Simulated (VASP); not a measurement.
Crystal: Pt2C.

```xyz
3
Lattice="0.0000 2.6493 2.6493 2.6493 0.0000 2.6493 2.6493 2.6493 0.0000" Properties=species:S:1:pos:R:3 pbc="T T T"
Pt    1.3246    1.3246    1.3246
Pt    3.9739    3.9739    3.9739
C     0.0000    0.0000    0.0000
```

* Program: VASP 6.6.1
* Task: relaxation of cell and atoms
* Functional: PBE
* Potentials or basis: VASP PAW PBE potentials, release 64 (Pt, C)
* Cutoff: 600 eV
* k mesh: 6 × 6 × 6
* Occupations: gaussian, width 0.1 eV
* Spin: no spin polarisation

At the start: pressure 20.5 GPa; volume 12.40 Å³/atom.

Where does the relaxation end?

Over 4 steps the energy falls by 55.9 meV/atom and the volume is 13.35 Å³/atom (+7.7 %); space group Fm-3m (No. 225, to 0.1 Å) before and after.

The path:
```
step  energy change (eV)  largest force (eV/Å)  pressure (GPa)  volume (Å³)
   1              0.0000                0.0000           20.49        37.19
   2              0.3648                0.0000          -23.01        46.39
   3             -0.1673                0.0000           -0.85        40.18
   4             -0.1677                0.0000           -0.11        40.05
```

Final structure:
```xyz
3
Lattice="0.0000 2.7154 2.7154 2.7154 0.0000 2.7154 2.7154 2.7154 0.0000" Properties=species:S:1:pos:R:3 pbc="T T T"
Pt    1.3577    1.3577    1.3577
Pt    4.0732    4.0732    4.0732
C     0.0000    0.0000    0.0000
```
